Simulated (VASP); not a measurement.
# Ge in VASP: notebook

Runs on Ge. Level: PBE. Tasks: single point, relaxation of cell and atoms.

All numbers are computed with VASP 6.6.1; they aren't measurements. Logs are shortened: lines on timing, memory, paths and dates and some standing lists are left out, and cuts for length are marked.

## (1) The cell of the first run

The typed cell holds 2 atoms: a = 2.747 Å, b = 2.747 Å, c = 5.297 Å, α = 90.00°, β = 90.00°, γ = 89.93°.

The cell was built from a structure type or drawn by symmetry, and may not be a known phase.

## (2) Single point, PBE

INCAR

```
SYSTEM = Ge
PREC     = Accurate       ! precision mode
ENCUT    = 520            ! plane-wave cutoff, eV
EDIFF    = 1E-6           ! SCF threshold, eV
ISMEAR   = 0              ! smearing method
SIGMA    = 0.1            ! smearing width, eV
LREAL    = .FALSE.        ! projectors in reciprocal space
LASPH    = .TRUE.         ! aspherical terms in the spheres
NELM     = 100            ! most SCF steps
ALGO     = Normal         ! electronic algorithm
ISIF     = 2              ! what is computed and relaxed
LWAVE    = .FALSE.        ! write WAVECAR
LCHARG   = .FALSE.        ! write CHGCAR
GGA      = PE             ! functional
NBANDS   = 21             ! bands
```

KPOINTS

```
Automatic mesh
0
G
  6 6 4
  0 0 0
```

POSCAR

```
Ge
1.0
    1.9438944048     -1.9416370832      0.0000000000
    1.9438944048      1.9416370832      0.0000000000
    0.0000000000      0.0000000000      5.2972138347
Ge
2
Direct
    0.5000000000      0.5000000000      0.7500006285
    0.5000000000      0.5000000000      0.2499993715
```

Potentials or basis: VASP PAW PBE potentials, release 64 (Ge_d).

On the command line:

```sh
> cat potpaw_PBE.64/Ge_d/POTCAR > POTCAR
> mpirun -np 1 vasp_std > vasp.out
```

OUTCAR:

```text
SYSTEM = Ge
   PREC = Accurate
   ENCUT = 520
   EDIFF = 1E-6
   ISMEAR = 0
   LREAL = .FALSE.
   LASPH = .TRUE.
   NELM = 100
   ISIF = 2
   GGA = PE

 ion  position               nearest neighbor table
   1  0.500  0.500  0.750-   2 2.65   2 2.65
   2  0.500  0.500  0.250-   1 2.65   1 2.65

  LATTYP: Found a base centered orthorhombic cell.
 ALAT       =     3.8832741664
 B/A-ratio  =     1.0011625868
 C/A-ratio  =     1.3641101832

  Lattice vectors:

 A1 = (  -1.9438944048,  -1.9416370832,   0.0000000000)
 A2 = (   1.9438944048,  -1.9416370832,   0.0000000000)
 A3 = (   0.0000000000,   0.0000000000,   5.2972138347)

Analysis of symmetry for initial positions (statically):
=====================================================================
 Subroutine PRICEL returns following result:

  LATTYP: Found a base centered orthorhombic cell.
 ALAT       =     3.8832741664
 B/A-ratio  =     1.0011625868
 C/A-ratio  =     0.6820568063

  Lattice vectors:

 A1 = (  -1.9438944048,  -1.9416370832,   0.0000000000)
 A2 = (   1.9438944048,  -1.9416370832,   0.0000000000)
 A3 = (   0.0000000000,   0.0000000000,   2.6486135759)

   2 primitive cells build up your supercell.

 Routine SETGRP: Setting up the symmetry group for a
 base centered orthorhombic supercell.

 Subroutine GETGRP returns: Found  8 space group operations
 (whereof  8 operations were pure point group operations)
 out of a pool of  8 trial point group operations.

The static configuration has the point symmetry D_2h.

Analysis of symmetry for dynamics (positions and initial velocities):
=====================================================================
 Subroutine PRICEL returns following result:

  LATTYP: Found a base centered orthorhombic cell.
 ALAT       =     3.8832741664
 B/A-ratio  =     1.0011625868
 C/A-ratio  =     0.6820568063

  Lattice vectors:

 A1 = (  -1.9438944048,  -1.9416370832,   0.0000000000)
 A2 = (   1.9438944048,  -1.9416370832,   0.0000000000)
 A3 = (   0.0000000000,   0.0000000000,   2.6486135759)

   2 primitive cells build up your supercell.

 Routine SETGRP: Setting up the symmetry group for a
 base centered orthorhombic supercell.

 Subroutine GETGRP returns: Found  8 space group operations
 (whereof  8 operations were pure point group operations)
 out of a pool of  8 trial point group operations.

The dynamic configuration has the point symmetry D_2h.

 Subroutine INISYM returns: Found  8 space group operations
 (whereof  8 operations are pure point group operations),
 and found     2 'primitive' translations

----------------------------------------------------------------------------------------

                                     Primitive cell

  volume of cell :      19.9935

  direct lattice vectors                    reciprocal lattice vectors
    -1.943894405 -1.941637083  0.000000000    -0.257215618 -0.257514653  0.000000000
     1.943894405 -1.941637083  0.000000000     0.257215618 -0.257514653  0.000000000
     0.000000000  0.000000000  2.648613576     0.000000000  0.000000000  0.377556020

  length of vectors
     2.747486127  2.747486127  2.648613576     0.363969326  0.363969326  0.377556020

  position of ions in fractional coordinates (direct lattice)
     0.500000000  0.500000000  0.499997486

  ion indices of the primitive-cell ions
   primitive index   ion index
                 1           1

----------------------------------------------------------------------------------------

 KPOINTS: Automatic mesh

Automatic generation of k-mesh.
 Grid dimensions read from file:
 generate k-points for:    6    6    4

 Generating k-lattice:

  Cartesian coordinates                     Fractional coordinates (reciprocal lattice)
     0.042869270 -0.042919109  0.000000000     0.166666667 -0.000000000  0.000000000
     0.042869270  0.042919109  0.000000000    -0.000000000  0.166666667  0.000000000
     0.000000000  0.000000000  0.047194621     0.000000000  0.000000000  0.250000000

  Length of vectors
     0.060661554  0.060661554  0.047194621

  Shift w.r.t. Gamma in fractional coordinates (k-lattice)
     0.000000000  0.000000000  0.000000000

 Subroutine IBZKPT returns following result:
 ===========================================

 Found     39 irreducible k-points:

 Following reciprocal coordinates:
            Coordinates               Weight
  0.000000  0.000000  0.000000      1.000000
  0.166667  0.000000  0.000000      4.000000
  0.333333  0.000000  0.000000      4.000000
  0.500000  0.000000  0.000000      2.000000
  0.166667  0.166667  0.000000      2.000000
  0.333333  0.166667  0.000000      4.000000
[... 16 lines left out ...]
  0.333333  0.333333  0.250000      4.000000
  0.500000  0.333333  0.250000      8.000000
 [... further k-points ...]
   k-points           NKPTS =     39   k-points in BZ     NKDIM =     39   number of bands    NBANDS=     21
   number of dos      NEDOS =    301   number of ions     NIONS =      2
   total plane-waves  NPLWV =  16000
   dimension x,y,z NGX =    20 NGY =   20 NGZ =   40
   dimension x,y,z NGXF=    40 NGYF=   40 NGZF=   80
   ions per type =               2
   NGX,Y,Z   is equivalent  to a cutoff of  12.10, 12.10, 12.55 a.u.
   NGXF,Y,Z  is equivalent  to a cutoff of  24.20, 24.20, 25.11 a.u.
 SYSTEM =  Ge
   PREC   = accura    normal or accurate (medium, high low for compatibility)
   ISTART =      0    job   : 0-new  1-cont  2-samecut
   ICHARG =      2    charge: 1-file 2-atom 10-const
   ISPIN  =      1    spin polarized calculation?
   LNONCOLLINEAR =      F non collinear calculations
   LSORBIT =      F    spin-orbit coupling
   LASPH  =      T    aspherical Exc in radial PAW
   ENCUT  =  520.0 eV  38.22 Ry    6.18 a.u.   5.11  5.11  9.85*2*pi/ulx,y,z
   NELM   =    100;   NELMIN=  2; NELMDL= -5     # of ELM steps
   EDIFF  = 0.1E-05   stopping-criterion for ELM
   LREAL  =      F    real-space projection
   EDIFFG = 0.1E-04   stopping-criterion for IOM
   NSW    =      0    number of steps for IOM
   IBRION =     -1    ionic relax: 0-MD 1-quasi-New 2-CG
   NFREE  =      0    steps in history (QN), initial steepest desc. (CG)
   ISIF   =      2    stress and relaxation
   ISYM   =      2    0-nonsym 1-usesym 2-fastsym
   POTIM  = 0.5000    time-step for ionic-motion
   TEBEG  =    0.0;   TEEND  =   0.0 temperature during run
   PSTRESS=    0.0 pullay stress
   NELECT =      28.0000    total number of electrons
   NUPDOWN=      -1.0000    fix difference up-down
   EMIN   =  10.00;   EMAX   =-10.00  energy-range for DOS
   EFERMI =   0.00;   METHOD = LEGACY
   ISMEAR =     0;   SIGMA  =   0.10  broadening in eV -4-tet -1-fermi 0-gaus
   EFERMI_NEDOS =   21; number of points for ismear=-14 and -15
   IALGO  =     38    algorithm
   IMIX   =      4    mixing-type and parameters
     AMIX     =   0.40;   BMIX     =  1.00
     AMIX_MAG =   1.60;   BMIX_MAG =  1.00
  volume/ion in A,a.u.               =      19.99       134.92
  Fermi-wavevector in a.u.,A,eV,Ry     =   1.453745  2.747179 28.754188  2.113373
  Thomas-Fermi vector in A             =   2.570976
   LORBIT       =      0    0 simple, 1 ext, 2 COOP (PROOUT), +10 PAW based schemes
   GGA     = PE    functional components
   LHFCALC =     F    Hartree Fock is set to
   AEXX    =    0.0000 exact exchange contribution
   IVDW    =     0    specifies the selected vdW correction
   LEPSILON=     F    determine dielectric tensor
   LRPA    =     F    only Hartree local field effects (RPA)
 non-spin polarized calculation
 Gauss-broadening in eV      SIGMA  =   0.10
  energy-cutoff  :      520.00
  volume of cell :       39.99
 maximum number of plane-waves:      1090
   NGX = 11   NGY = 11   NGZ = 19

 number of electron      28.0000013 magnetization

 Free energy of the ion-electron system (eV)
  ---------------------------------------------------
  ext. energy  EPLUGINS =         0.00000000
  ---------------------------------------------------
  free energy    TOTEN  =        -8.52005709 eV

  energy without entropy =       -8.51360542  energy(sigma->0) =       -8.51683126

 E-fermi :   5.8290     XC(G=0): -10.8899

 val. band max:        5.8267649076   @ k =   0.0000   0.0000   0.5000
 cond. band min:       5.8294563711   @ k =   0.5000   0.5000   0.0000
 fundamental gap:      0.0026914635
 Fermi energy:         5.8290428868

 k-point     1 :       0.0000    0.0000    0.0000
  band No.  band energies     occupation
      1     -18.8105      2.00000
      2     -18.7844      2.00000
      3     -18.7682      2.00000
      4     -18.6281      2.00000
      5     -18.6280      2.00000
      6     -18.5782      2.00000
[... 13 lines left out ...]
     20      16.0273      0.00000
     21      18.5069      0.00000

 k-point     2 :       0.1667    0.0000    0.0000
  band No.  band energies     occupation
      1     -18.8036      2.00000
      2     -18.7459      2.00000
      3     -18.7385      2.00000
      4     -18.6491      2.00000
      5     -18.6263      2.00000
      6     -18.5810      2.00000
[... 13 lines left out ...]
     20      16.2925      0.00000
     21      18.3363      0.00000

 k-point     3 :       0.3333    0.0000    0.0000
  band No.  band energies     occupation
      1     -18.7964      2.00000
      2     -18.6950      2.00000
      3     -18.6908      2.00000
      4     -18.6629      2.00000
      5     -18.6228      2.00000
      6     -18.6092      2.00000
[... 13 lines left out ...]
     20      17.6397      0.00000
     21      19.8006      0.00000
[... 457 lines left out ...]
 k-point    23 :       0.3333    0.3333    0.2500
  band No.  band energies     occupation
      1     -18.7046      2.00000
      2     -18.6696      2.00000
      3     -18.6671      2.00000
      4     -18.6636      2.00000
      5     -18.6541      2.00000
      6     -18.5994      2.00000
[... 13 lines left out ...]
     20      14.3999      0.00000
     21      15.0971      0.00000

 k-point    24 :       0.5000    0.3333    0.2500
  band No.  band energies     occupation
      1     -18.6953      2.00000
      2     -18.6870      2.00000
      3     -18.6820      2.00000
      4     -18.6714      2.00000
      5     -18.6657      2.00000
      6     -18.6129      2.00000
[... 13 lines left out ...]
     20      13.9553      0.00000
     21      15.0343      0.00000

 [... further k-points ...]

------------------------ aborting loop because EDIFF is reached ----------------------------------------

  FORCE on cell =-STRESS in cart. coord.  units (eV):
  Direction    XX          YY          ZZ          XY          YZ          ZX
  --------------------------------------------------------------------------------------
  -------------------------------------------------------------------------------------
  Total       -0.0492581     -0.0146059     -0.0330229      0.0000000      0.0000000      0.0000000
  in kB       -1.9736498     -0.5852218     -1.3231458      0.0000000      0.0000000      0.0000000
  external PRESSURE =      -1.2940058 kB  Pullay stress =       0.0000000 kB

 VOLUME and BASIS-vectors are now :
 -----------------------------------------------------------------------------
  energy-cutoff  :      520.00
  volume of cell :       39.99
      direct lattice vectors                 reciprocal lattice vectors
     1.943894405 -1.941637083  0.000000000     0.257215618 -0.257514653  0.000000000
     1.943894405  1.941637083  0.000000000     0.257215618  0.257514653  0.000000000
     0.000000000  0.000000000  5.297213835     0.000000000  0.000000000  0.188778485

 POSITION                                       TOTAL-FORCE (eV/Angst)
 -----------------------------------------------------------------------------------
      1.94389      0.00000      3.97291        -0.000000      0.000000      0.000000
      1.94389      0.00000      1.32430         0.000000      0.000000      0.000000
 -----------------------------------------------------------------------------------
    total drift:                               -0.000000      0.000000     -0.000000

  FREE ENERGIE OF THE ION-ELECTRON SYSTEM (eV)
  ---------------------------------------------------
  free  energy   TOTEN  =        -8.5200570883 eV

  energy  without entropy=       -8.5136054220  energy(sigma->0) =       -8.51683126
```

Run time: 19 s. Hardware: 1 thread of Intel Xeon Platinum 8488C (Sapphire Rapids), shared host; peak memory 0.15 GiB.

Results:

| Item | Value |
| --- | --- |
| Free energy | -8.5201 eV |
| Pressure | -0.1 GPa |
| Band gap on the k mesh | zero (bands 14 and 15 overlap by 8.29 eV) |

Stress tensor (GPa, compression positive):
```
-0.20  0.00  0.00
 0.00 -0.06  0.00
 0.00  0.00 -0.13
```

Levels at points of the mesh, in eV from the Fermi level:
```
           k point  band 11  band 12  band 13  band 14  band 15  band 16  band 17  band 18
(0.00, 0.00, 0.00)   -12.66    -8.57    -5.50     6.15     6.15     7.55     9.30     9.31
(0.50, 0.00, 0.00)    -9.16    -5.50    -4.83    -2.65    -2.14     3.31     8.82    10.24
(0.50, 0.50, 0.00)    -5.49    -2.60    -2.58    -0.54     0.00     0.56     0.58     3.13
(0.00, 0.00, 0.50)   -11.37   -11.37     0.00     0.00     7.35     7.35     7.36     7.36
(0.50, 0.00, 0.50)    -7.89    -7.89    -4.27    -4.27     3.09     3.09     7.99     7.99
(0.50, 0.50, 0.50)    -4.22    -4.22    -1.41    -1.41    -1.39    -1.39     4.37     4.37
```

Caveat: the k points lie up to 0.38 Å⁻¹ apart, too coarse for converged energies and pressures of a metal.

## (3) Single point, PBE

This run uses another cell than the first one: it holds 1 atom, not 2.

INCAR

```
PREC = Accurate ; ENCUT = 520
EDIFF = 1E-6 ; ISMEAR = 0
SIGMA = 0.1 ; LREAL = False
LASPH = True ; NELM = 60
ALGO = Normal ; ISIF = 2
LWAVE = False ; LCHARG = False
GGA = PE ; NBANDS = 13
```

KPOINTS

```
regular mesh
0
Gamma
  20 20 20
```

POSCAR

```
Ge
1.0
    2.7110574396      0.0000000000      0.0000000000
    0.0000000000      2.7110574396      0.0000000000
    0.0000000000      0.0000000000      2.7109303652
Ge
1
Direct
    0.5000000000      0.5000000000      0.5000000000
```

Potentials or basis: VASP PAW PBE potentials, release 64 (Ge_d).

On the command line:

```sh
> cat potpaw_PBE.64/Ge_d/POTCAR > POTCAR
> mpirun -np 1 vasp_std > vasp.out
```

OUTCAR:

```text
PREC = Accurate
   ENCUT = 520
   EDIFF = 1E-6
   ISMEAR = 0
   LREAL = False
   LASPH = True
   NELM = 60
   ISIF = 2
   GGA = PE

 ion  position               nearest neighbor table
   1  0.500  0.500  0.500-

  LATTYP: Found a simple tetragonal cell.
 ALAT       =     2.7110574396
 C/A-ratio  =     0.9999531274

  Lattice vectors:

 A1 = (   2.7110574396,   0.0000000000,   0.0000000000)
 A2 = (   0.0000000000,   2.7110574396,   0.0000000000)
 A3 = (   0.0000000000,   0.0000000000,   2.7109303652)
[... 562 lines left out ...]
     13      25.3755      0.00000

 [... further k-points ...]

------------------------ aborting loop because EDIFF is reached ----------------------------------------

  FORCE on cell =-STRESS in cart. coord.  units (eV):
  Direction    XX          YY          ZZ          XY          YZ          ZX
  --------------------------------------------------------------------------------------
  -------------------------------------------------------------------------------------
  Total       -0.0061563     -0.0061563     -0.0055553      0.0000000      0.0000000      0.0000000
  in kB       -0.4950374     -0.4950374     -0.4467065      0.0000000      0.0000000      0.0000000
  external PRESSURE =      -0.4789271 kB  Pullay stress =       0.0000000 kB

 VOLUME and BASIS-vectors are now :
 -----------------------------------------------------------------------------
  energy-cutoff  :      520.00
  volume of cell :       19.92
      direct lattice vectors                 reciprocal lattice vectors
     2.711057440  0.000000000  0.000000000     0.368859761  0.000000000  0.000000000
     0.000000000  2.711057440  0.000000000     0.000000000  0.368859761  0.000000000
     0.000000000  0.000000000  2.710930365     0.000000000  0.000000000  0.368877052

 POSITION                                       TOTAL-FORCE (eV/Angst)
 -----------------------------------------------------------------------------------
      1.35553      1.35553      1.35547         0.000000      0.000000      0.000000
 -----------------------------------------------------------------------------------
    total drift:                               -0.000000      0.000000     -0.000000

  FREE ENERGIE OF THE ION-ELECTRON SYSTEM (eV)
  ---------------------------------------------------
  free  energy   TOTEN  =        -4.2709591224 eV

  energy  without entropy=       -4.2684564214  energy(sigma->0) =       -4.26970777
```

OSZICAR:

```text
N       E                     dE             d eps       ncg     rms          rms(c)
DAV:   1     0.651744945020E+02    0.65174E+02   -0.72747E+03 20233   0.296E+03
DAV:   2     0.153429374272E+01   -0.63640E+02   -0.60601E+02 20006   0.411E+02
DAV:   3    -0.418760417707E+01   -0.57219E+01   -0.56938E+01 21546   0.728E+01
DAV:   4    -0.427394211865E+01   -0.86338E-01   -0.86326E-01 21654   0.967E+00
DAV:   5    -0.427484837720E+01   -0.90626E-03   -0.90625E-03 21746   0.111E+00    0.137E+00
DAV:   6    -0.427146851064E+01    0.33799E-02   -0.60747E-03 23619   0.173E+00    0.785E-01
DAV:   7    -0.427095944427E+01    0.50907E-03   -0.44153E-03 23021   0.123E+00    0.775E-02
DAV:   8    -0.427096184859E+01   -0.24043E-05   -0.67817E-04 22691   0.596E-01    0.329E-02
DAV:   9    -0.427095923370E+01    0.26149E-05   -0.24052E-05 23545   0.980E-02    0.457E-03
DAV:  10    -0.427095912243E+01    0.11127E-06   -0.59131E-07 14818   0.859E-03
   1 F= -.42709591E+01 E0= -.42697078E+01  d E =-.250270E-02
```

It took 80 s on 1 thread of Intel Xeon Platinum 8488C (Sapphire Rapids), shared host; peak memory 0.27 GiB.

Results:

| Item | Value |
| --- | --- |
| Free energy | -4.2710 eV |
| Pressure | 0.0 GPa |
| Band gap on the k mesh | zero (bands 7 and 8 overlap by 9.10 eV) |

[end of part 1 of 2]
